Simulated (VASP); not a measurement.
# SnSe2 (P-3m1) in VASP: further runs, part 2 of 2

VASP 6.6.1.

## Step 3: Single point, PBE

The input, INCAR:

```
SYSTEM = SnSe2
  ALGO = Normal
  EDIFF = 1E-7
  ENCUT = 520
  GGA = PE
  ISIF = 2
  ISMEAR = 0
  LASPH = .TRUE.
  LCHARG = .TRUE.
  LELF = .TRUE.
  LREAL = .FALSE.
  LVHAR = .TRUE.
  LWAVE = .FALSE.
  NBANDS = 20
  NELM = 80
  PREC = Accurate
  SIGMA = 0.01
```

The input, KPOINTS:

```
k-points
0
G
  6 6 4
  0 0 0
```

The input, POSCAR:

```
SnSe2
1.0
    3.8251638404      0.0000000000      0.0000000000
   -1.9125819202      3.3126890594      0.0000000000
    0.0000000000      0.0000000000      6.2270561301
Sn Se
1 2
Direct
    0.0000000000      0.0000000000      0.0000000000
    0.3333333333      0.6666666667      0.2530760434
    0.6666666667      0.3333333333      0.7469239566
```

Potentials or basis: VASP PAW PBE potentials, release 64 (Sn_d, Se).

On the command line:

```
cat potpaw_PBE.64/Sn_d/POTCAR potpaw_PBE.64/Se/POTCAR > POTCAR
mpirun -np 1 vasp_std > vasp.out
```

OUTCAR:

```text
SYSTEM = SnSe2
   EDIFF = 1E-7
   ENCUT = 520
   GGA = PE
   ISIF = 2
   ISMEAR = 0
   LASPH = .TRUE.
   LREAL = .FALSE.
   NELM = 80
   PREC = Accurate

 ion  position               nearest neighbor table
   1  0.000  0.000  0.000-   2 2.71   3 2.71   2 2.71   3 2.71   3 2.71   2 2.71
   2  0.333  0.667  0.253-   1 2.71   1 2.71   1 2.71
   3  0.667  0.333  0.747-   1 2.71   1 2.71   1 2.71

  LATTYP: Found a hexagonal cell.
 ALAT       =     3.8251638404
 C/A-ratio  =     1.6279188003

  Lattice vectors:

 A1 = (   3.8251638404,   0.0000000000,   0.0000000000)
 A2 = (  -1.9125819202,   3.3126890594,   0.0000000000)
 A3 = (   0.0000000000,   0.0000000000,   6.2270561301)

Analysis of symmetry for initial positions (statically):
=====================================================================
 Subroutine PRICEL returns:
[... 166 lines left out ...]
  ext. energy  EPLUGINS =         0.00000000
  ---------------------------------------------------
  free energy    TOTEN  =       -11.81273839 eV

  energy without entropy =      -11.81273839  energy(sigma->0) =      -11.81273839

 E-fermi :   3.9486     XC(G=0):  -9.3727

 val. band max:        3.8923751420   @ k =   0.1667   0.0000   0.0000
 cond. band min:       4.6792683358   @ k =   0.5000   0.0000   0.5000
 fundamental gap:      0.7868931938
 Fermi energy:         3.9486090056

 k-point     1 :       0.0000    0.0000    0.0000
  band No.  band energies     occupation
      1     -17.2880      2.00000
      2     -17.2880      2.00000
      3     -17.2523      2.00000
      4     -17.2402      2.00000
      5     -17.2402      2.00000
      6      -9.8290      2.00000
[... 541 lines left out ...]
     19      13.0753      0.00000
     20      13.0963      0.00000

------------------------ aborting loop because EDIFF is reached ----------------------------------------

  FORCE on cell =-STRESS in cart. coord.  units (eV):
  Direction    XX          YY          ZZ          XY          YZ          ZX
  --------------------------------------------------------------------------------------
  -------------------------------------------------------------------------------------
  Total        1.4778177      1.4778177      1.4786983     -0.0000000      0.0000000      0.0000000
  in kB       30.0066811     30.0066811     30.0245606     -0.0000000      0.0000000      0.0000000
  external PRESSURE =      30.0126409 kB  Pullay stress =       0.0000000 kB

 VOLUME and BASIS-vectors are now :
 -----------------------------------------------------------------------------
  energy-cutoff  :      520.00
  volume of cell :       78.91
      direct lattice vectors                 reciprocal lattice vectors
     3.825163840  0.000000000  0.000000000     0.261426711  0.150934782  0.000000000
    -1.912581920  3.312689059  0.000000000     0.000000000  0.301869563  0.000000000
     0.000000000  0.000000000  6.227056130     0.000000000  0.000000000  0.160589527

 POSITION                                       TOTAL-FORCE (eV/Angst)
 -----------------------------------------------------------------------------------
      0.00000      0.00000      0.00000         0.000000      0.000000      0.000000
     -0.00000      2.20846      1.57592         0.000000     -0.000000      0.262119
      1.91258      1.10423      4.65114        -0.000000      0.000000     -0.262119
 -----------------------------------------------------------------------------------
    total drift:                               -0.000000      0.000000      0.000000

  FREE ENERGIE OF THE ION-ELECTRON SYSTEM (eV)
  ---------------------------------------------------
  free  energy   TOTEN  =       -11.8127383870 eV

  energy  without entropy=      -11.8127383870  energy(sigma->0) =      -11.81273839
```

stdout:

```text
POSCAR found type information on POSCAR SnSe
 POSCAR found :  2 types and       3 ions
 scaLAPACK will be used
 LDA part: xc-table for (Slater+PW92), standard interpolation
 POSCAR, INCAR and KPOINTS ok, starting setup
 FFT: planning ... GRIDC
 FFT: planning ... GRID_SOFT
 FFT: planning ... GRID
 WAVECAR not read
 entering main loop
```

Wall time 65 s (1 thread of AMD EPYC 7R43 (Zen 3), shared host); peak memory 0.15 GiB.

What came out:

```
Free energy            : -11.8127 eV
Pressure               : 3.0 GPa
Largest force          : 0.262 eV/Å
Band gap on the k mesh : 0.79 eV, indirect (least direct gap 1.12 eV)
```

Forces on the atoms (eV/Å):
```
Sn   0.000  0.000  0.000
Se   0.000  0.000  0.262
Se   0.000  0.000 -0.262
```

Caveat: spin-orbit coupling is left out, which moves the levels of the heavy elements; this functional lacks dispersion, which binds the layers, so the pressure and a relaxed spacing across them are unreliable. A k mesh can miss the band edges.

## Step 4: Single point, PBE

The input, INCAR:

```
SYSTEM = SnSe2
PREC = Accurate
ENCUT = 520
EDIFF = 1E-6
ISMEAR = -1
SIGMA = 0.2
LREAL = .False.
LASPH = .True.
NELM = 60
ALGO = Normal
ISIF = 2
LWAVE = .False.
LCHARG = .True.
GGA = PE
LELF = .True.
LVHAR = .True.
NBANDS = 20
```

The input, KPOINTS:

```
Automatic mesh
0
Gamma
  6 6 4
  0 0 0
```

POSCAR is that of step 3.

Potentials or basis: VASP PAW PBE potentials, release 64 (Sn_d, Se).

On the command line:

```
cat potpaw_PBE.64/Sn_d/POTCAR potpaw_PBE.64/Se/POTCAR > POTCAR
mpirun -np 1 vasp_std > vasp.out
```

OUTCAR:

```text
SYSTEM = SnSe2
   PREC = Accurate
   ENCUT = 520
   EDIFF = 1E-6
   ISMEAR = -1
   LREAL = .False.
   LASPH = .True.
   NELM = 60
   ISIF = 2
   GGA = PE

 ion  position               nearest neighbor table
   1  0.000  0.000  0.000-   2 2.71   3 2.71   2 2.71   3 2.71   3 2.71   2 2.71
   2  0.333  0.667  0.253-   1 2.71   1 2.71   1 2.71
   3  0.667  0.333  0.747-   1 2.71   1 2.71   1 2.71

  LATTYP: Found a hexagonal cell.
 ALAT       =     3.8251638404
 C/A-ratio  =     1.6279188003

  Lattice vectors:

 A1 = (   3.8251638404,   0.0000000000,   0.0000000000)
 A2 = (  -1.9125819202,   3.3126890594,   0.0000000000)
 A3 = (   0.0000000000,   0.0000000000,   6.2270561301)

Analysis of symmetry for initial positions (statically):
=====================================================================
 Subroutine PRICEL returns:
 Original cell was already a primitive cell.

 Routine SETGRP: Setting up the symmetry group for a
 hexagonal supercell.

 Subroutine GETGRP returns: Found 12 space group operations
 (whereof 12 operations were pure point group operations)
 out of a pool of 24 trial point group operations.

The static configuration has the point symmetry D_3d.

Analysis of symmetry for dynamics (positions and initial velocities):
=====================================================================
 Subroutine PRICEL returns:
 Original cell was already a primitive cell.

 Routine SETGRP: Setting up the symmetry group for a
 hexagonal supercell.

 Subroutine GETGRP returns: Found 12 space group operations
 (whereof 12 operations were pure point group operations)
 out of a pool of 24 trial point group operations.

The dynamic configuration has the point symmetry D_3d.

 Subroutine INISYM returns: Found 12 space group operations
 (whereof 12 operations are pure point group operations),
 and found     1 'primitive' translations

----------------------------------------------------------------------------------------

                                     Primitive cell

  volume of cell :      78.9066

  direct lattice vectors                    reciprocal lattice vectors
     3.825163840  0.000000000  0.000000000     0.261426711  0.150934782  0.000000000
    -1.912581920  3.312689059  0.000000000     0.000000000  0.301869563  0.000000000
     0.000000000  0.000000000  6.227056130     0.000000000  0.000000000  0.160589527

  length of vectors
     3.825163840  3.825163840  6.227056130     0.301869563  0.301869563  0.160589527

  position of ions in fractional coordinates (direct lattice)
     0.000000000  0.000000000  0.000000000
     0.333333333  0.666666667  0.253076043
     0.666666667  0.333333333  0.746923957

  ion indices of the primitive-cell ions
   primitive index   ion index
                 1           1
                 2           2
                 3           3

----------------------------------------------------------------------------------------

 KPOINTS: Automatic mesh

Automatic generation of k-mesh.
 Grid dimensions read from file:
 generate k-points for:    6    6    4

 Generating k-lattice:

  Cartesian coordinates                     Fractional coordinates (reciprocal lattice)
     0.043571118  0.025155797  0.000000000     0.166666667  0.000000000  0.000000000
     0.000000000  0.050311594  0.000000000     0.000000000  0.166666667  0.000000000
     0.000000000  0.000000000  0.040147382     0.000000000  0.000000000  0.250000000

  Length of vectors
     0.050311594  0.050311594  0.040147382

  Shift w.r.t. Gamma in fractional coordinates (k-lattice)
     0.000000000  0.000000000  0.000000000

 Subroutine IBZKPT returns following result:
 ===========================================

 Found     24 irreducible k-points:

 Following reciprocal coordinates:
            Coordinates               Weight
  0.000000  0.000000  0.000000      1.000000
  0.166667  0.000000  0.000000      6.000000
  0.333333 -0.000000  0.000000      6.000000
  0.500000  0.000000  0.000000      3.000000
  0.166667  0.166667  0.000000      6.000000
  0.333333  0.166667  0.000000     12.000000
[... 16 lines left out ...]
  0.333333  0.166667  0.500000     12.000000
  0.333333  0.333333  0.500000      2.000000
   k-points           NKPTS =     24   k-points in BZ     NKDIM =     24   number of bands    NBANDS=     20
   number of dos      NEDOS =    301   number of ions     NIONS =      3
   total plane-waves  NPLWV =  37632
   dimension x,y,z NGX =    28 NGY =   28 NGZ =   48
   dimension x,y,z NGXF=    56 NGYF=   56 NGZF=   96
   ions per type =               1   2
   NGX,Y,Z   is equivalent  to a cutoff of  12.17, 12.17, 12.81 a.u.
   NGXF,Y,Z  is equivalent  to a cutoff of  24.34, 24.34, 25.63 a.u.
 SYSTEM =  SnSe2
   PREC   = accura    normal or accurate (medium, high low for compatibility)
   ISTART =      0    job   : 0-new  1-cont  2-samecut
   ICHARG =      2    charge: 1-file 2-atom 10-const
   ISPIN  =      1    spin polarized calculation?
   LNONCOLLINEAR =      F non collinear calculations
   LSORBIT =      F    spin-orbit coupling
   LASPH  =      T    aspherical Exc in radial PAW
   ENCUT  =  520.0 eV  38.22 Ry    6.18 a.u.   7.11  7.11 11.58*2*pi/ulx,y,z
   NELM   =     60;   NELMIN=  2; NELMDL= -5     # of ELM steps
   EDIFF  = 0.1E-05   stopping-criterion for ELM
   LREAL  =      F    real-space projection
   EDIFFG = 0.1E-04   stopping-criterion for IOM
   NSW    =      0    number of steps for IOM
   IBRION =     -1    ionic relax: 0-MD 1-quasi-New 2-CG
   NFREE  =      0    steps in history (QN), initial steepest desc. (CG)
   ISIF   =      2    stress and relaxation
   ISYM   =      2    0-nonsym 1-usesym 2-fastsym
   POTIM  = 0.5000    time-step for ionic-motion
   TEBEG  =    0.0;   TEEND  =   0.0 temperature during run
   PSTRESS=    0.0 pullay stress
   NELECT =      26.0000    total number of electrons
   NUPDOWN=      -1.0000    fix difference up-down
   EMIN   =  10.00;   EMAX   =-10.00  energy-range for DOS
   EFERMI =   0.00;   METHOD = LEGACY
   ISMEAR =    -1;   SIGMA  =   0.20  broadening in eV -4-tet -1-fermi 0-gaus
   EFERMI_NEDOS =   21; number of points for ismear=-14 and -15
   IALGO  =     38    algorithm
   IMIX   =      4    mixing-type and parameters
     AMIX     =   0.40;   BMIX     =  1.00
     AMIX_MAG =   1.60;   BMIX_MAG =  1.00
  volume/ion in A,a.u.               =      26.30       177.50
  Fermi-wavevector in a.u.,A,eV,Ry     =   1.130737  2.136782 17.395936  1.278565
  Thomas-Fermi vector in A             =   2.267434
   LORBIT       =      0    0 simple, 1 ext, 2 COOP (PROOUT), +10 PAW based schemes
   GGA     = PE    functional components
   LHFCALC =     F    Hartree Fock is set to
   AEXX    =    0.0000 exact exchange contribution
   IVDW    =     0    specifies the selected vdW correction
   LEPSILON=     F    determine dielectric tensor
   LRPA    =     F    only Hartree local field effects (RPA)
 non-spin polarized calculation
  energy-cutoff  :      520.00
  volume of cell :       78.91
 maximum number of plane-waves:      2148
   NGX = 15   NGY = 15   NGZ = 23

 number of electron      26.0000000 magnetization

 Free energy of the ion-electron system (eV)
  ---------------------------------------------------
  ext. energy  EPLUGINS =         0.00000000
  ---------------------------------------------------
  free energy    TOTEN  =       -11.83136947 eV

  energy without entropy =      -11.76206077  energy(sigma->0) =      -11.79671512

 E-fermi :   4.4340     XC(G=0):  -9.3766

 val. band max:        3.8834775326   @ k =   0.1667   0.0000   0.0000
 cond. band min:       4.6757616296   @ k =   0.5000   0.0000   0.5000
 fundamental gap:      0.7922840970
 Fermi energy:         4.4339780665

 k-point     1 :       0.0000    0.0000    0.0000
  band No.  band energies     occupation
      1     -17.2662      2.00000
      2     -17.2662      2.00000
      3     -17.2305      2.00000
      4     -17.2180      2.00000
      5     -17.2180      2.00000
      6      -9.8365      2.00000
[... 12 lines left out ...]
     19      12.9304      0.00000
     20      12.9304      0.00000
[... 507 lines left out ...]
 k-point    24 :       0.3333    0.3333    0.5000
  band No.  band energies     occupation
      1     -17.2827      2.00000
      2     -17.2827      2.00000
      3     -17.2166      2.00000
      4     -17.2166      2.00000
      5     -17.1998      2.00000
      6      -7.8297      2.00000
[... 12 lines left out ...]
     19      13.0744      0.00000
     20      13.0917      0.00000

------------------------ aborting loop because EDIFF is reached ----------------------------------------

  FORCE on cell =-STRESS in cart. coord.  units (eV):
  Direction    XX          YY          ZZ          XY          YZ          ZX
  --------------------------------------------------------------------------------------
  -------------------------------------------------------------------------------------
  Total        1.5497538      1.5497538      1.6067835      0.0000000      0.0000000     -0.0000000
  in kB       31.4673237     31.4673237     32.6252948      0.0000000      0.0000000     -0.0000000
  external PRESSURE =      31.8533141 kB  Pullay stress =       0.0000000 kB

 VOLUME and BASIS-vectors are now :
 -----------------------------------------------------------------------------
  energy-cutoff  :      520.00
  volume of cell :       78.91
      direct lattice vectors                 reciprocal lattice vectors
     3.825163840  0.000000000  0.000000000     0.261426711  0.150934782  0.000000000
    -1.912581920  3.312689059  0.000000000     0.000000000  0.301869563  0.000000000
     0.000000000  0.000000000  6.227056130     0.000000000  0.000000000  0.160589527

 POSITION                                       TOTAL-FORCE (eV/Angst)
 -----------------------------------------------------------------------------------
      0.00000      0.00000      0.00000         0.000000      0.000000     -0.000000
     -0.00000      2.20846      1.57592         0.000000     -0.000000      0.312732
      1.91258      1.10423      4.65114        -0.000000      0.000000     -0.312732
 -----------------------------------------------------------------------------------
    total drift:                               -0.000000      0.000000      0.000000

  FREE ENERGIE OF THE ION-ELECTRON SYSTEM (eV)
  ---------------------------------------------------
  free  energy   TOTEN  =       -11.8313694705 eV

  energy  without entropy=      -11.7620607699  energy(sigma->0) =      -11.79671512
```

stdout:

```text
POSCAR found type information on POSCAR SnSe
 POSCAR found :  2 types and       3 ions
 scaLAPACK will be used
 LDA part: xc-table for (Slater+PW92), standard interpolation
 POSCAR, INCAR and KPOINTS ok, starting setup
 FFT: planning ... GRIDC
 FFT: planning ... GRID_SOFT
 FFT: planning ... GRID
 WAVECAR not read
 entering main loop
```

Wall time 61 s (1 thread of AMD EPYC 7R43 (Zen 3), shared host); peak memory 0.16 GiB.

Results:

```
Free energy            : -11.8314 eV
Pressure               : 3.2 GPa
Largest force          : 0.313 eV/Å
Band gap on the k mesh : 0.79 eV, indirect (least direct gap 1.13 eV)
```

Forces on the atoms (eV/Å):
```
Sn   0.000  0.000  0.000
Se   0.000  0.000  0.313
Se   0.000  0.000 -0.313
```

Caveat: spin-orbit coupling is left out, which moves the levels of the heavy elements; this functional lacks dispersion, which binds the layers, so the pressure and a relaxed spacing across them are unreliable. A k mesh can miss the band edges.

## Step 5: Summary

```csv
k mesh,smearing,gap on the mesh (eV),pressure (GPa),largest force (eV/Å)
6 × 6 × 2,gaussian 0.01 eV,0.79,3.0,0.26
6 × 6 × 4,gaussian 0.01 eV,0.79,3.0,0.26
6 × 6 × 4,fermi-dirac 0.2 eV,0.79,3.2,0.31
```

Alike in all rows: task single point; level PBE; potentials or basis VASP PAW PBE potentials, release 64 (Sn_d, Se); no spin polarisation; cell as given; cutoff (eV) 520.

Caveats: some runs use coarse meshes; spin-orbit coupling is left out, which moves the levels of the heavy elements; this functional lacks dispersion, which binds the layers, so the pressure and a relaxed spacing across them are unreliable.

Total energies depend on the potentials used, so only differences within one code and one set of settings carry meaning.
